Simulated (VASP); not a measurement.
# Si (Fm-3m) in VASP: further runs

Si is run at these levels: PBE; tasks: single point.

Everything below comes from runs of VASP 6.6.1. Logs are shortened: lines on timing, memory, paths and dates and some standing lists are left out, and cuts for length are marked.

### 1 The cell of the first run

It takes space group Fm-3m (No. 225, cubic). The conventional cell has a = 3.866 Å, b = 3.866 Å, c = 3.866 Å, α = 90.00°, β = 90.00°, γ = 90.00°. Within 3.6 Å of Si (site symmetry m-3m) lie 12 Si at 2.73 Å.

### 2 Single point, PBE

The input, INCAR:

```
SYSTEM = Si
ALGO = Normal
EDIFF = 1E-6
ENCUT = 520
GGA = PE
ISIF = 2
ISMEAR = -1
LASPH = .True.
LCHARG = .False.
LREAL = .False.
LWAVE = .False.
NBANDS = 8
NELM = 80
PREC = Accurate
SIGMA = 0.1
```

The input, KPOINTS:

```
k-points
0
Gamma
  16 16 16
  0 0 0
```

The input, POSCAR:

```
Si
1.0
    0.0000000000      1.9327840105      1.9327840105
    1.9327840105      0.0000000000      1.9327840105
    1.9327840105      1.9327840105      0.0000000000
Si
1
Direct
    0.0000000000      0.0000000000      0.0000000000
```

Potentials or basis: VASP PAW PBE potentials, release 64 (Si).

Launch:

```sh
$ cat potpaw_PBE.64/Si/POTCAR > POTCAR
$ mpirun -np 1 vasp_std > vasp.out
```

OUTCAR:

```text
SYSTEM = Si
   EDIFF = 1E-6
   ENCUT = 520
   GGA = PE
   ISIF = 2
   ISMEAR = -1
   LASPH = .True.
   LREAL = .False.
   NELM = 80
   PREC = Accurate

 ion  position               nearest neighbor table
   1  0.000  0.000  0.000-

  LATTYP: Found a face centered cubic cell.
 ALAT       =     3.8655680210

  Lattice vectors:

 A1 = (   0.0000000000,   1.9327840105,   1.9327840105)
 A2 = (   1.9327840105,   0.0000000000,   1.9327840105)
 A3 = (   1.9327840105,   1.9327840105,   0.0000000000)

Analysis of symmetry for initial positions (statically):
=====================================================================
 Subroutine PRICEL returns:
 Original cell was already a primitive cell.

 Routine SETGRP: Setting up the symmetry group for a
 face centered cubic supercell.

 Subroutine GETGRP returns: Found 48 space group operations
 (whereof 48 operations were pure point group operations)
 out of a pool of 48 trial point group operations.

The static configuration has the point symmetry O_h .

Analysis of symmetry for dynamics (positions and initial velocities):
=====================================================================
 Subroutine PRICEL returns:
 Original cell was already a primitive cell.

 Routine SETGRP: Setting up the symmetry group for a
 face centered cubic supercell.

 Subroutine GETGRP returns: Found 48 space group operations
 (whereof 48 operations were pure point group operations)
 out of a pool of 48 trial point group operations.

The dynamic configuration has the point symmetry O_h .

 Subroutine INISYM returns: Found 48 space group operations
 (whereof 48 operations are pure point group operations),
 and found     1 'primitive' translations

----------------------------------------------------------------------------------------

                                     Primitive cell

  volume of cell :      14.4404

  direct lattice vectors                    reciprocal lattice vectors
     0.000000000  1.932784011  1.932784011    -0.258694193  0.258694193  0.258694193
     1.932784011  0.000000000  1.932784011     0.258694193 -0.258694193  0.258694193
     1.932784011  1.932784011  0.000000000     0.258694193  0.258694193 -0.258694193

  length of vectors
     2.733369361  2.733369361  2.733369361     0.448071486  0.448071486  0.448071486

  position of ions in fractional coordinates (direct lattice)
     0.000000000  0.000000000  0.000000000

  ion indices of the primitive-cell ions
   primitive index   ion index
                 1           1

----------------------------------------------------------------------------------------

 KPOINTS: k-points

Automatic generation of k-mesh.
 Grid dimensions read from file:
 generate k-points for:   16   16   16

 Generating k-lattice:

  Cartesian coordinates                     Fractional coordinates (reciprocal lattice)
    -0.016168387  0.016168387  0.016168387     0.062500000  0.000000000  0.000000000
     0.016168387 -0.016168387  0.016168387     0.000000000  0.062500000  0.000000000
     0.016168387  0.016168387 -0.016168387     0.000000000  0.000000000  0.062500000

  Length of vectors
     0.028004468  0.028004468  0.028004468

  Shift w.r.t. Gamma in fractional coordinates (k-lattice)
     0.000000000  0.000000000  0.000000000

 Subroutine IBZKPT returns following result:
 ===========================================

 Found    145 irreducible k-points:

 Following reciprocal coordinates:
            Coordinates               Weight
  0.000000  0.000000  0.000000      1.000000
  0.062500  0.000000  0.000000      8.000000
  0.125000  0.000000  0.000000      8.000000
  0.187500  0.000000  0.000000      8.000000
  0.250000  0.000000  0.000000      8.000000
  0.312500  0.000000  0.000000      8.000000
[... 16 lines left out ...]
 -0.125000  0.062500  0.000000     24.000000
 -0.062500  0.062500  0.000000     12.000000
 [... further k-points ...]
   k-points           NKPTS =    145   k-points in BZ     NKDIM =    145   number of bands    NBANDS=      8
   number of dos      NEDOS =    301   number of ions     NIONS =      1
   total plane-waves  NPLWV =   8000
   dimension x,y,z NGX =    20 NGY =   20 NGZ =   20
   dimension x,y,z NGXF=    40 NGYF=   40 NGZF=   40
   ions per type =               1
   NGX,Y,Z   is equivalent  to a cutoff of  12.16, 12.16, 12.16 a.u.
   NGXF,Y,Z  is equivalent  to a cutoff of  24.33, 24.33, 24.33 a.u.
 SYSTEM =  Si
   PREC   = accura    normal or accurate (medium, high low for compatibility)
   ISTART =      0    job   : 0-new  1-cont  2-samecut
   ICHARG =      2    charge: 1-file 2-atom 10-const
   ISPIN  =      1    spin polarized calculation?
   LNONCOLLINEAR =      F non collinear calculations
   LSORBIT =      F    spin-orbit coupling
   LASPH  =      T    aspherical Exc in radial PAW
   ENCUT  =  520.0 eV  38.22 Ry    6.18 a.u.   5.08  5.08  5.08*2*pi/ulx,y,z
   NELM   =     80;   NELMIN=  2; NELMDL= -5     # of ELM steps
   EDIFF  = 0.1E-05   stopping-criterion for ELM
   LREAL  =      F    real-space projection
   EDIFFG = 0.1E-04   stopping-criterion for IOM
   NSW    =      0    number of steps for IOM
   IBRION =     -1    ionic relax: 0-MD 1-quasi-New 2-CG
   NFREE  =      0    steps in history (QN), initial steepest desc. (CG)
   ISIF   =      2    stress and relaxation
   ISYM   =      2    0-nonsym 1-usesym 2-fastsym
   POTIM  = 0.5000    time-step for ionic-motion
   TEBEG  =    0.0;   TEEND  =   0.0 temperature during run
   PSTRESS=    0.0 pullay stress
   NELECT =       4.0000    total number of electrons
   NUPDOWN=      -1.0000    fix difference up-down
   EMIN   =  10.00;   EMAX   =-10.00  energy-range for DOS
   EFERMI =   0.00;   METHOD = LEGACY
   ISMEAR =    -1;   SIGMA  =   0.10  broadening in eV -4-tet -1-fermi 0-gaus
   EFERMI_NEDOS =   21; number of points for ismear=-14 and -15
   IALGO  =     38    algorithm
   IMIX   =      4    mixing-type and parameters
     AMIX     =   0.40;   BMIX     =  1.00
     AMIX_MAG =   1.60;   BMIX_MAG =  1.00
  volume/ion in A,a.u.               =      14.44        97.45
  Fermi-wavevector in a.u.,A,eV,Ry     =   1.067173  2.016665 15.495107  1.138858
  Thomas-Fermi vector in A             =   2.202781
   LORBIT       =      0    0 simple, 1 ext, 2 COOP (PROOUT), +10 PAW based schemes
   GGA     = PE    functional components
   LHFCALC =     F    Hartree Fock is set to
   AEXX    =    0.0000 exact exchange contribution
   IVDW    =     0    specifies the selected vdW correction
   LEPSILON=     F    determine dielectric tensor
   LRPA    =     F    only Hartree local field effects (RPA)
 non-spin polarized calculation
  energy-cutoff  :      520.00
  volume of cell :       14.44
 maximum number of plane-waves:       399
   NGX = 11   NGY = 11   NGZ = 11

 number of electron       4.0000000 magnetization

 Free energy of the ion-electron system (eV)
  ---------------------------------------------------
  ext. energy  EPLUGINS =         0.00000000
  ---------------------------------------------------
  free energy    TOTEN  =        -4.89241079 eV

  energy without entropy =       -4.87669965  energy(sigma->0) =       -4.88455522

 E-fermi :  10.2297     XC(G=0): -11.2035

 val. band max:       10.1735969447   @ k =  -0.2500   0.4375   0.1875
 cond. band min:      10.2311345484   @ k =  -0.2500   0.1250   0.0000
 fundamental gap:      0.0575376037
 Fermi energy:        10.2296602286

 k-point     1 :       0.0000    0.0000    0.0000
  band No.  band energies     occupation
      1      -4.2757      2.00000
      2      21.3611      0.00000
      3      21.3611      0.00000
      4      21.3611      0.00000
      5      22.1332      0.00000
      6      22.1332      0.00000
      7      22.1332      0.00000
      8      27.4740      0.00000

 k-point     2 :       0.0625    0.0000    0.0000
  band No.  band energies     occupation
      1      -4.1618      2.00000
      2      19.3763      0.00000
      3      20.7399      0.00000
      4      20.7399      0.00000
      5      22.8950      0.00000
      6      22.8950      0.00000
      7      23.1407      0.00000
      8      28.3968      0.00000

 k-point     3 :       0.1250    0.0000    0.0000
  band No.  band energies     occupation
      1      -3.8203      2.00000
      2      16.7343      0.00000
      3      20.0110      0.00000
      4      20.0110      0.00000
      5      23.4670      0.00000
      6      23.9405      0.00000
      7      23.9405      0.00000
      8      27.4369      0.00000

 k-point     4 :       0.1875    0.0000    0.0000
  band No.  band energies     occupation
      1      -3.2526      2.00000
      2      14.0697      0.00000
      3      19.4410      0.00000
      4      19.4410      0.00000
      5      23.4231      0.00000
      6      24.3596      0.00000
      7      24.3596      0.00000
      8      27.1679      0.00000

 k-point     5 :       0.2500    0.0000    0.0000
  band No.  band energies     occupation
      1      -2.4607      2.00000
      2      11.5040      0.00001
      3      19.0455      0.00000
      4      19.0455      0.00000
      5      23.3242      0.00000
      6      23.6469      0.00000
      7      23.6469      0.00000
      8      28.2995      0.00000

 k-point     6 :       0.3125    0.0000    0.0000
  band No.  band energies     occupation
      1      -1.4476      2.00000
      2       9.0868      1.99998
      3      18.8183      0.00000
      4      18.8183      0.00000
      5      22.6835      0.00000
      6      22.6835      0.00000
      7      23.2851      0.00000
      8      27.8805      0.00000

 k-point     7 :       0.3750    0.0000    0.0000
  band No.  band energies     occupation
      1      -0.2182      2.00000
      2       6.8445      2.00000
      3      18.7374      0.00000
      4      18.7374      0.00000
      5      21.8467      0.00000
      6      21.8467      0.00000
      7      23.3373      0.00000
      8      26.9264      0.00000

 k-point     8 :       0.4375    0.0000    0.0000
  band No.  band energies     occupation
      1       1.2162      2.00000
      2       4.7990      2.00000
      3      18.7520      0.00000
      4      18.7520      0.00000
      5      21.2662      0.00000
      6      21.2662      0.00000
      7      23.4471      0.00000
      8      26.2548      0.00000

 k-point     9 :       0.5000    0.0000    0.0000
  band No.  band energies     occupation
      1       2.5792      2.00000
      2       3.2317      2.00000
      3      18.7754      0.00000
      4      18.7754      0.00000
      5      21.0522      0.00000
      6      21.0522      0.00000
      7      23.5101      0.00000
      8      26.0015      0.00000

 k-point    10 :       0.0625    0.0625    0.0000
  band No.  band energies     occupation
      1      -4.1238      2.00000
      2      19.8009      0.00000
      3      19.8009      0.00000
      4      21.0052      0.00000
      5      21.3088      0.00000
      6      23.8839      0.00000
      7      23.8839      0.00000
      8      27.4194      0.00000
[... 78 lines left out ...]
 k-point    18 :      -0.4375    0.0625    0.0000
  band No.  band energies     occupation
      1       1.8306      2.00000
      2       4.2661      2.00000
      3      17.2832      0.00000
      4      18.4676      0.00000
      5      21.1072      0.00000
      6      21.6274      0.00000
      7      24.1884      0.00000
      8      27.2015      0.00000

 k-point    19 :      -0.3750    0.0625    0.0000
  band No.  band energies     occupation
      1       0.3375      2.00000
      2       6.2343      2.00000
      3      17.0414      0.00000
      4      18.9731      0.00000
      5      21.5753      0.00000
      6      21.8073      0.00000
      7      24.0478      0.00000
      8      27.7307      0.00000

 k-point    20 :      -0.3125    0.0625    0.0000
  band No.  band energies     occupation
      1      -0.9617      2.00000
      2       8.4118      2.00000
      3      16.9736      0.00000
      4      19.4795      0.00000
      5      21.8891      0.00000
      6      22.7054      0.00000
      7      23.9513      0.00000
      8      28.4908      0.00000

 k-point    21 :      -0.2500    0.0625    0.0000
  band No.  band energies     occupation
      1      -2.0471      2.00000
      2      10.7695      0.00901
      3      17.0917      0.00000
      4      19.9519      0.00000
      5      22.5565      0.00000
      6      23.7480      0.00000
      7      23.9321      0.00000
      8      27.5616      0.00000

 k-point    22 :      -0.1875    0.0625    0.0000
  band No.  band energies     occupation
      1      -2.9127      2.00000
      2      13.2826      0.00000
      3      17.4003      0.00000
      4      20.4434      0.00000
      5      23.3063      0.00000
      6      23.9556      0.00000
      7      24.7814      0.00000
      8      26.1459      0.00000

 k-point    23 :      -0.1250    0.0625    0.0000
  band No.  band energies     occupation
      1      -3.5552      2.00000
      2      15.9058      0.00000
      3      17.9000      0.00000
      4      21.0047      0.00000
      5      23.1856      0.00000
      6      23.8991      0.00000
      7      25.1201      0.00000
      8      26.0486      0.00000

 k-point    24 :      -0.0625    0.0625    0.0000
  band No.  band energies     occupation
      1      -3.9720      2.00000
      2      18.4402      0.00000
      3      18.6717      0.00000
      4      21.4354      0.00000
      5      22.4270      0.00000
      6      23.5350      0.00000
      7      24.3515      0.00000
      8      27.1691      0.00000

 [... further k-points ...]

------------------------ aborting loop because EDIFF is reached ----------------------------------------

  FORCE on cell =-STRESS in cart. coord.  units (eV):
  Direction    XX          YY          ZZ          XY          YZ          ZX
  --------------------------------------------------------------------------------------
  -------------------------------------------------------------------------------------
  Total        0.0169728      0.0169728      0.0169728      0.0000000     -0.0000000     -0.0000000
  in kB        1.8831450      1.8831450      1.8831450      0.0000000     -0.0000000     -0.0000000
  external PRESSURE =       1.8831450 kB  Pullay stress =       0.0000000 kB

 VOLUME and BASIS-vectors are now :
 -----------------------------------------------------------------------------
  energy-cutoff  :      520.00
  volume of cell :       14.44
      direct lattice vectors                 reciprocal lattice vectors
     0.000000000  1.932784011  1.932784011    -0.258694193  0.258694193  0.258694193
     1.932784011  0.000000000  1.932784011     0.258694193 -0.258694193  0.258694193
     1.932784011  1.932784011  0.000000000     0.258694193  0.258694193 -0.258694193

 POSITION                                       TOTAL-FORCE (eV/Angst)
 -----------------------------------------------------------------------------------
      0.00000      0.00000      0.00000        -0.000000     -0.000000      0.000000
 -----------------------------------------------------------------------------------
    total drift:                                0.000000      0.000000     -0.000000

  FREE ENERGIE OF THE ION-ELECTRON SYSTEM (eV)
  ---------------------------------------------------
  free  energy   TOTEN  =        -4.8924107922 eV

  energy  without entropy=       -4.8766996529  energy(sigma->0) =       -4.88455522
```

Run time: 9.4 s. Hardware: 1 thread of Intel Xeon Platinum 8559C (Emerald Rapids), shared host; peak memory 0.13 GiB.

What came out:

```
Free energy            : -4.8924 eV
Pressure               : 0.2 GPa
Band gap on the k mesh : zero (band 2 reaches 21.36 eV, above the bottom of band 3 at 7.11 eV)
```

### 3 Single point, PBE (volume scaled by 1.04)

The input, INCAR:

```
PREC = Accurate ; ENCUT = 520
EDIFF = 1E-6 ; ISMEAR = -1
SIGMA = 0.1 ; LREAL = F
LASPH = T ; NELM = 60
ALGO = Normal ; ISIF = 2
LWAVE = F ; LCHARG = T
GGA = PE ; LELF = T
LVHAR = T ; NBANDS = 8
```

The input, KPOINTS:

```
regular mesh
0
Gamma
  16 16 16
```

The input, POSCAR:

```
Si
1.0
    0.0000000000      1.9582182958      1.9582182958
    1.9582182958      0.0000000000      1.9582182958
    1.9582182958      1.9582182958      0.0000000000
Si
1
Direct
    0.0000000000      0.0000000000      0.0000000000
```

Potentials or basis: VASP PAW PBE potentials, release 64 (Si).

Launch:

```sh
$ cat potpaw_PBE.64/Si/POTCAR > POTCAR
$ mpirun -np 1 vasp_std > vasp.out
```

Run time: 8.7 s. Hardware: 1 thread of Intel Xeon Platinum 8559C (Emerald Rapids), shared host; peak memory 0.14 GiB.

It converged, with:

| Property | Result |
| --- | --- |
| Free energy | -4.8874 eV |
| Pressure | -2.9 GPa |
| Band gap on the k mesh | zero (band 2 reaches 20.38 eV, above the bottom of band 3 at 6.71 eV) |

Levels at points of the mesh, in eV from the Fermi level:
```csv
k point,band 1,band 2,band 3,band 4,band 5,band 6,band 7
"(0.00, 0.00, 0.00)",-14.14,10.67,10.67,10.67,11.76,11.76,11.76
"(0.50, 0.00, 0.00)",-7.54,-6.74,8.20,8.20,10.71,10.71,12.86
"(0.50, 0.50, 0.00)",-5.20,-4.53,3.06,3.06,4.44,6.56,24.04
```

### 4 Single point, PBE (volume scaled by 1.08)

The input, INCAR:

```
SYSTEM = Si
ALGO = Normal
EDIFF = 1E-7
ENCUT = 520
GGA = PE
ISIF = 2
ISMEAR = -1
LASPH = .TRUE.
LCHARG = .TRUE.
LELF = .TRUE.
LREAL = .FALSE.
LVHAR = .TRUE.
LWAVE = .FALSE.
NBANDS = 8
NELM = 80
PREC = Accurate
SIGMA = 0.1
```

The input, KPOINTS:

```
k-points
0
G
  16 16 16
  0 0 0
```

The input, POSCAR:

```
Si
1.0
    0.0000000000      1.9830085008      1.9830085008
    1.9830085008      0.0000000000      1.9830085008
    1.9830085008      1.9830085008      0.0000000000
Si
1
Direct
    0.0000000000      0.0000000000      0.0000000000
```

Launch:

```sh
$ cat potpaw_PBE.64/Si/POTCAR > POTCAR
$ mpirun -np 1 vasp_std > vasp.out
```

Wall time 10 s (1 thread of Intel Xeon Platinum 8559C (Emerald Rapids), shared host); peak memory 0.14 GiB.

Results (log left out):

```yaml
Free_energy: -4.8723 eV
Pressure: -5.4 GPa
Band_gap_on_the_k_mesh: zero (band 2 reaches 19.47 eV, above the bottom of band 3 at 6.35 eV)
```

Levels at points of the mesh, in eV from the Fermi level:
| k point | band 1 | band 2 | band 3 | band 4 | band 5 | band 6 | band 7 |
| --- | --- | --- | --- | --- | --- | --- | --- |
| (0.00, 0.00, 0.00) | -13.80 | 10.24 | 10.24 | 10.24 | 11.62 | 11.62 | 11.62 |
| (0.50, 0.00, 0.00) | -7.43 | -6.50 | 7.88 | 7.88 | 10.61 | 10.61 | 12.47 |
| (0.50, 0.50, 0.00) | -5.02 | -4.52 | 2.96 | 2.96 | 4.51 | 6.37 | 23.54 |

### 5 Single point, PBE (volume scaled by 1.12)

The input, INCAR:

```
SYSTEM = Si
ALGO = Normal
EDIFF = 1E-6
ENCUT = 520
GGA = PE
ISIF = 2
ISMEAR = -1
LASPH = .True.
LCHARG = .False.
LREAL = .False.
LWAVE = .False.
NBANDS = 8
NELM = 60
PREC = Accurate
SIGMA = 0.1
```

The input, KPOINTS:

```
k-points
0
Gamma
  16 16 16
  0 0 0
```

The input, POSCAR:

```
Si
1.0
    0.0000000000      2.0071939149      2.0071939149
    2.0071939149      0.0000000000      2.0071939149
    2.0071939149      2.0071939149      0.0000000000
Si
1
Direct
    0.0000000000      0.0000000000      0.0000000000
```

Launch:

```sh
$ cat potpaw_PBE.64/Si/POTCAR > POTCAR
$ mpirun -np 1 vasp_std > vasp.out
```

Wall time 6.4 s (1 thread of Intel Xeon Platinum 8559C (Emerald Rapids), shared host); peak memory 0.14 GiB.

It converged, with:

| Quantity | Value |
| --- | --- |
| Free energy | -4.8494 eV |
| Pressure | -7.3 GPa |
| Band gap on the k mesh | zero (band 2 reaches 18.61 eV, above the bottom of band 3 at 6.03 eV) |

Levels at points of the mesh, in eV from the Fermi level:
| k point | band 1 | band 2 | band 3 | band 4 | band 5 | band 6 |
| --- | --- | --- | --- | --- | --- | --- |
| (0.00, 0.00, 0.00) | -13.47 | 9.85 | 9.85 | 9.85 | 11.50 | 11.50 |
| (0.50, 0.00, 0.00) | -7.33 | -6.26 | 7.58 | 7.58 | 10.52 | 10.52 |
| (0.50, 0.50, 0.00) | -4.84 | -4.52 | 2.87 | 2.87 | 4.57 | 6.20 |

### 6 Overview

| cell | gap on the mesh (eV) | pressure (GPa) |
| --- | --- | --- |
| a = 2.733 Å, angles 60.0°, 1 atom | none | 0.2 |
| a = 2.769 Å, angles 60.0°, 1 atom | none | -2.9 |
| a = 2.804 Å, angles 60.0°, 1 atom | none | -5.4 |
| a = 2.839 Å, angles 60.0°, 1 atom | none | -7.3 |

Alike in all rows: task single point; level PBE; potentials or basis VASP PAW PBE potentials, release 64 (Si); no spin polarisation; k mesh 16 × 16 × 16; cutoff (eV) 520; smearing fermi-dirac 0.1 eV.

Absolute energies hang on the potentials; compare differences alone.
